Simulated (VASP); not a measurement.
# SiC (P6/mmm) in VASP: relaxation of cell and atoms with PBE

Aim: the relaxation of cell and atoms of SiC with PBE.

All numbers are computed with VASP 6.6.1; they aren't measurements. Logs are shortened: lines on timing, memory, paths and dates and some standing lists are left out, and cuts for length are marked.

### Step 1. The cell of the first run

Symmetry: P6/mmm, No. 191, hexagonal system. Conventional cell: a = 2.504 Å, b = 2.504 Å, c = 3.852 Å, α = 90.00°, β = 90.00°, γ = 120.00°. Within 2.6 Å of Si (site symmetry 6/mmm) lie 2 C at 1.93 Å and 6 Si at 2.50 Å. Within 2.6 Å of C (site symmetry 6/mmm) lie 2 Si at 1.93 Å and 6 C at 2.50 Å.

### Step 2. Relaxation of cell and atoms, PBE

INCAR

```
SYSTEM = SiC
PREC = Accurate
ENCUT = 600
EDIFF = 1E-6
ISMEAR = 0
SIGMA = 0.1
LREAL = .FALSE.
LASPH = .TRUE.
NELM = 60
ALGO = Normal
ISIF = 3
LWAVE = .FALSE.
LCHARG = .FALSE.
GGA = PE
IBRION = 2
NSW = 100
EDIFFG = -0.01
```

KPOINTS

```
Automatic mesh
0
G
  24 24 14
  0 0 0
```

POSCAR

```
SiC
1.0
    2.5044060063      0.0000000000      0.0000000000
   -1.2522030032      2.1688792229      0.0000000000
    0.0000000000      0.0000000000      3.8516617995
Si C
1 1
Direct
    0.0000000000      0.0000000000      0.0000000000
    0.0000000000      0.0000000000      0.5000000000
```

Potentials or basis: VASP PAW PBE potentials, release 64 (Si, C).

Launch:

```bash
$ cat potpaw_PBE.64/Si/POTCAR potpaw_PBE.64/C/POTCAR > POTCAR
$ mpirun -np 1 vasp_std > vasp.out
```

OUTCAR:

```text
SYSTEM = SiC
   PREC = Accurate
   ENCUT = 600
   EDIFF = 1E-6
   ISMEAR = 0
   LREAL = .FALSE.
   LASPH = .TRUE.
   NELM = 60
   ISIF = 3
   GGA = PE
   IBRION = 2
   NSW = 100
   EDIFFG = -0.01

 ion  position               nearest neighbor table
   1  0.000  0.000  0.000-   2 1.93   2 1.93
   2  0.000  0.000  0.500-   1 1.93   1 1.93

  LATTYP: Found a hexagonal cell.
 ALAT       =     2.5044060063
 C/A-ratio  =     1.5379542254

  Lattice vectors:

 A1 = (   2.5044060063,   0.0000000000,   0.0000000000)
 A2 = (  -1.2522030032,   2.1688792229,   0.0000000000)
 A3 = (   0.0000000000,   0.0000000000,   3.8516617995)

Analysis of symmetry for initial positions (statically):
=====================================================================
 Subroutine PRICEL returns:
 Original cell was already a primitive cell.

 Routine SETGRP: Setting up the symmetry group for a
 hexagonal supercell.

 Subroutine GETGRP returns: Found 24 space group operations
 (whereof 24 operations were pure point group operations)
 out of a pool of 24 trial point group operations.

The static configuration has the point symmetry D_6h.

Analysis of symmetry for dynamics (positions and initial velocities):
=====================================================================
 Subroutine PRICEL returns:
 Original cell was already a primitive cell.

 Routine SETGRP: Setting up the symmetry group for a
 hexagonal supercell.

 Subroutine GETGRP returns: Found 24 space group operations
 (whereof 24 operations were pure point group operations)
 out of a pool of 24 trial point group operations.

The dynamic configuration has the point symmetry D_6h.

 Subroutine INISYM returns: Found 24 space group operations
 (whereof 24 operations are pure point group operations),
 and found     1 'primitive' translations

----------------------------------------------------------------------------------------

                                     Primitive cell

  volume of cell :      20.9213

  direct lattice vectors                    reciprocal lattice vectors
     2.504406006  0.000000000  0.000000000     0.399296279  0.230533814  0.000000000
    -1.252203003  2.168879223  0.000000000     0.000000000  0.461067629  0.000000000
     0.000000000  0.000000000  3.851661799     0.000000000  0.000000000  0.259628195

  length of vectors
     2.504406006  2.504406006  3.851661799     0.461067629  0.461067629  0.259628195

  position of ions in fractional coordinates (direct lattice)
     0.000000000  0.000000000  0.000000000
     0.000000000  0.000000000  0.500000000

  ion indices of the primitive-cell ions
   primitive index   ion index
                 1           1
                 2           2

----------------------------------------------------------------------------------------

 KPOINTS: Automatic mesh

Automatic generation of k-mesh.
 Grid dimensions read from file:
 generate k-points for:   24   24   14

 Generating k-lattice:

  Cartesian coordinates                     Fractional coordinates (reciprocal lattice)
     0.016637345  0.009605576  0.000000000     0.041666667 -0.000000000  0.000000000
     0.000000000  0.019211151  0.000000000     0.000000000  0.041666667  0.000000000
     0.000000000  0.000000000  0.018544871     0.000000000  0.000000000  0.071428571

  Length of vectors
     0.019211151  0.019211151  0.018544871

  Shift w.r.t. Gamma in fractional coordinates (k-lattice)
     0.000000000  0.000000000  0.000000000

 Subroutine IBZKPT returns following result:
 ===========================================

 Found    488 irreducible k-points:

 Following reciprocal coordinates:
            Coordinates               Weight
  0.000000  0.000000  0.000000      1.000000
  0.041667  0.000000  0.000000      6.000000
  0.083333  0.000000  0.000000      6.000000
  0.125000  0.000000  0.000000      6.000000
  0.166667  0.000000  0.000000      6.000000
  0.208333  0.000000  0.000000      6.000000
[... 16 lines left out ...]
  0.416667  0.041667  0.000000     12.000000
  0.458333  0.041667  0.000000     12.000000
 [... further k-points ...]
   k-points           NKPTS =    488   k-points in BZ     NKDIM =    488   number of bands    NBANDS=      8
   number of dos      NEDOS =    301   number of ions     NIONS =      2
   total plane-waves  NPLWV =  12800
   dimension x,y,z NGX =    20 NGY =   20 NGZ =   32
   dimension x,y,z NGXF=    40 NGYF=   40 NGZF=   64
   ions per type =               1   1
   NGX,Y,Z   is equivalent  to a cutoff of  13.28, 13.28, 13.81 a.u.
   NGXF,Y,Z  is equivalent  to a cutoff of  26.55, 26.55, 27.62 a.u.
 SYSTEM =  SiC
   PREC   = accura    normal or accurate (medium, high low for compatibility)
   ISTART =      0    job   : 0-new  1-cont  2-samecut
   ICHARG =      2    charge: 1-file 2-atom 10-const
   ISPIN  =      1    spin polarized calculation?
   LNONCOLLINEAR =      F non collinear calculations
   LSORBIT =      F    spin-orbit coupling
   LASPH  =      T    aspherical Exc in radial PAW
   ENCUT  =  600.0 eV  44.10 Ry    6.64 a.u.   5.00  5.00  7.69*2*pi/ulx,y,z
   NELM   =     60;   NELMIN=  2; NELMDL= -5     # of ELM steps
   EDIFF  = 0.1E-05   stopping-criterion for ELM
   LREAL  =      F    real-space projection
   EDIFFG = -.1E-01   stopping-criterion for IOM
   NSW    =    100    number of steps for IOM
   IBRION =      2    ionic relax: 0-MD 1-quasi-New 2-CG
   NFREE  =      1    steps in history (QN), initial steepest desc. (CG)
   ISIF   =      3    stress and relaxation
   ISYM   =      2    0-nonsym 1-usesym 2-fastsym
   POTIM  = 0.5000    time-step for ionic-motion
   TEBEG  =    0.0;   TEEND  =   0.0 temperature during run
   PSTRESS=    0.0 pullay stress
   NELECT =       8.0000    total number of electrons
   NUPDOWN=      -1.0000    fix difference up-down
   EMIN   =  10.00;   EMAX   =-10.00  energy-range for DOS
   EFERMI =   0.00;   METHOD = LEGACY
   ISMEAR =     0;   SIGMA  =   0.10  broadening in eV -4-tet -1-fermi 0-gaus
   EFERMI_NEDOS =   21; number of points for ismear=-14 and -15
   IALGO  =     38    algorithm
   IMIX   =      4    mixing-type and parameters
     AMIX     =   0.40;   BMIX     =  1.00
     AMIX_MAG =   1.60;   BMIX_MAG =  1.00
  volume/ion in A,a.u.               =      10.46        70.59
  Fermi-wavevector in a.u.,A,eV,Ry     =   1.188253  2.245472 19.210665  1.411944
  Thomas-Fermi vector in A             =   2.324386
   LORBIT       =      0    0 simple, 1 ext, 2 COOP (PROOUT), +10 PAW based schemes
   GGA     = PE    functional components
   LHFCALC =     F    Hartree Fock is set to
   AEXX    =    0.0000 exact exchange contribution
   IVDW    =     0    specifies the selected vdW correction
   LEPSILON=     F    determine dielectric tensor
   LRPA    =     F    only Hartree local field effects (RPA)
 conjugate gradient relaxation of ions
 non-spin polarized calculation
 Gauss-broadening in eV      SIGMA  =   0.10
  energy-cutoff  :      600.00
  volume of cell :       20.92
 maximum number of plane-waves:       714
 NGX is ok and might be reduce to    20
   NGX =  9   NGY =  9   NGZ = 15

--------------------------------------- Ionic step        1  -------------------------------------------

 number of electron       8.0000000 magnetization

 Free energy of the ion-electron system (eV)
  ---------------------------------------------------
  ext. energy  EPLUGINS =         0.00000000
  ---------------------------------------------------
  free energy    TOTEN  =       -11.24779332 eV

  energy without entropy =      -11.24306653  energy(sigma->0) =      -11.24542992

------------------------ aborting loop because EDIFF is reached ----------------------------------------

  FORCE on cell =-STRESS in cart. coord.  units (eV):
  Direction    XX          YY          ZZ          XY          YZ          ZX
  --------------------------------------------------------------------------------------
  -------------------------------------------------------------------------------------
  Total       -0.3034311     -0.3034311      0.3284946      0.0000000     -0.0000000      0.0000000
  in kB      -23.2371251    -23.2371252     25.1565224      0.0000000     -0.0000000      0.0000000
  external PRESSURE =      -7.1059093 kB  Pullay stress =       0.0000000 kB

 VOLUME and BASIS-vectors are now :
 -----------------------------------------------------------------------------
  energy-cutoff  :      600.00
  volume of cell :       20.92
      direct lattice vectors                 reciprocal lattice vectors
     2.504406006  0.000000000  0.000000000     0.399296279  0.230533814  0.000000000
    -1.252203003  2.168879223  0.000000000     0.000000000  0.461067629  0.000000000
     0.000000000  0.000000000  3.851661799     0.000000000  0.000000000  0.259628195
[... 109 lines left out ...]
 POSITION                                       TOTAL-FORCE (eV/Angst)
 -----------------------------------------------------------------------------------
     -1.23784      2.14401      3.87980         0.000000      0.000000      0.000000
      2.47569      0.00000      1.93990        -0.000000     -0.000000      0.000000
 -----------------------------------------------------------------------------------
    total drift:                                0.000000      0.000000      0.000000

  FREE ENERGIE OF THE ION-ELECTRON SYSTEM (eV)
  ---------------------------------------------------
  free  energy   TOTEN  =       -11.2524647974 eV

  energy  without entropy=      -11.2484099780  energy(sigma->0) =      -11.25043739

--------------------------------------- Ionic step        5  -------------------------------------------

 number of electron       8.0000000 magnetization

 Free energy of the ion-electron system (eV)
  ---------------------------------------------------
  ext. energy  EPLUGINS =         0.00000000
  ---------------------------------------------------
  free energy    TOTEN  =       -11.25261388 eV

  energy without entropy =      -11.24855085  energy(sigma->0) =      -11.25058237

 E-fermi :   8.8988     XC(G=0): -11.7588

 val. band max:        8.8958617808   @ k =   0.3333   0.1667   0.3571
 cond. band min:       8.9042924212   @ k =   0.2083   0.0833   0.2143
 fundamental gap:      0.0084306405
 Fermi energy:         8.8987794731

 k-point     1 :       0.0000    0.0000    0.0000
  band No.  band energies     occupation
      1      -6.9559      2.00000
      2       1.5300      2.00000
      3       1.5692      2.00000
      4      13.5492      0.00000
      5      13.5492      0.00000
      6      20.7429      0.00000
      7      23.4707      0.00000
      8      23.4707      0.00000

 k-point     2 :       0.0417    0.0000    0.0000
  band No.  band energies     occupation
      1      -6.9063      2.00000
      2       1.5748      2.00000
      3       1.6116      2.00000
      4      13.3621      0.00000
      5      13.4965      0.00000
      6      20.6867      0.00000
      7      22.6436      0.00000
      8      23.1234      0.00000
[... 221 lines left out ...]
 k-point    23 :       0.4167    0.0417    0.0000
  band No.  band energies     occupation
      1      -1.9093      2.00000
      2       2.3119      2.00000
      3       5.1171      2.00000
      4       7.0660      2.00000
      5       9.8391      0.00000
      6      11.1273      0.00000
      7      14.2048      0.00000
      8      18.3207      0.00000

 k-point    24 :       0.4583    0.0417    0.0000
  band No.  band energies     occupation
      1      -1.3191      2.00000
      2       1.6429      2.00000
      3       5.3336      2.00000
      4       7.8906      2.00000
      5       8.8587      1.42942
      6      11.0189      0.00000
      7      13.8533      0.00000
      8      18.2337      0.00000

 [... further k-points ...]

------------------------ aborting loop because EDIFF is reached ----------------------------------------

  FORCE on cell =-STRESS in cart. coord.  units (eV):
  Direction    XX          YY          ZZ          XY          YZ          ZX
  --------------------------------------------------------------------------------------
  -------------------------------------------------------------------------------------
  Total        0.0047186      0.0047186     -0.0054479     -0.0000000      0.0000000      0.0000000
  in kB        0.3658077      0.3658077     -0.4223493     -0.0000000      0.0000000      0.0000000
  external PRESSURE =       0.1030887 kB  Pullay stress =       0.0000000 kB

 VOLUME and BASIS-vectors are now :
 -----------------------------------------------------------------------------
  energy-cutoff  :      600.00
  volume of cell :       20.67
      direct lattice vectors                 reciprocal lattice vectors
     2.478579903  0.000000000  0.000000000     0.403456834  0.232935912  0.000000000
    -1.239289951  2.146513161 -0.000000000    -0.000000000  0.465871823  0.000000000
    -0.000000000 -0.000000000  3.884460021    -0.000000000  0.000000000  0.257436039

 POSITION                                       TOTAL-FORCE (eV/Angst)
 -----------------------------------------------------------------------------------
      0.00000      0.00000      0.00000         0.000000      0.000000      0.000000
     -1.23929      2.14651      1.94223        -0.000000     -0.000000      0.000000
 -----------------------------------------------------------------------------------
    total drift:                               -0.000000      0.000000      0.000000

  FREE ENERGIE OF THE ION-ELECTRON SYSTEM (eV)
  ---------------------------------------------------
  free  energy   TOTEN  =       -11.2526138827 eV

  energy  without entropy=      -11.2485508486  energy(sigma->0) =      -11.25058237

 reached required accuracy - stopping structural energy minimisation
```

Wall time 4.7 min (1 thread of Intel Xeon 8259CL, shared host); peak memory 0.22 GiB.

Results:

* Free energy: -11.2526 eV
* Relaxed volume: 10.33 Å³/atom
* Relaxed cell: a = 2.479 Å, b = 2.479 Å, c = 3.884 Å, α = 90.00°, β = 90.00°, γ = 120.00°
* Space group after relaxing (to 0.1 Å): P6/mmm (No. 191)
* Energy gained by relaxing: 2.4 meV/atom
* Ionic steps: 5
* Pressure after relaxing: 0.0 GPa
* Band gap on the k mesh: zero (bands 4 and 5 overlap by 7.59 eV)

The path:
```
step  energy change (eV)  largest force (eV/Å)  pressure (GPa)  volume (Å³)
   1              0.0000                0.0000           -0.71        20.92
   2             -0.0045                0.0000           -0.72        20.78
   3             -0.0047                0.0000           -0.68        20.75
   4             -0.0047                0.0000            0.65        20.59
   5             -0.0048                0.0000            0.01        20.67
```

Final structure:
```
CELL_PARAMETERS angstrom
2.47858 0.00000 0.00000
-1.23929 2.14651 0.00000
0.00000 0.00000 3.88446
ATOMIC_POSITIONS crystal
Si 0.00000 0.00000 0.00000
C 0.00000 0.00000 0.50000
```

Levels at points of the mesh, in eV from the Fermi level:
```tsv
k point	band 2	band 3	band 4	band 5	band 6	band 7
(0.00, 0.00, 0.00)	-7.37	-7.33	4.65	4.65	11.84	14.57
(0.50, 0.00, 0.00)	-7.40	-3.55	-0.68	-0.39	2.28	4.87
(0.00, 0.00, 0.50)	-13.47	0.21	4.75	4.75	5.11	14.61
(0.50, 0.00, 0.50)	-6.78	-5.43	-5.01	2.66	3.46	8.37
```
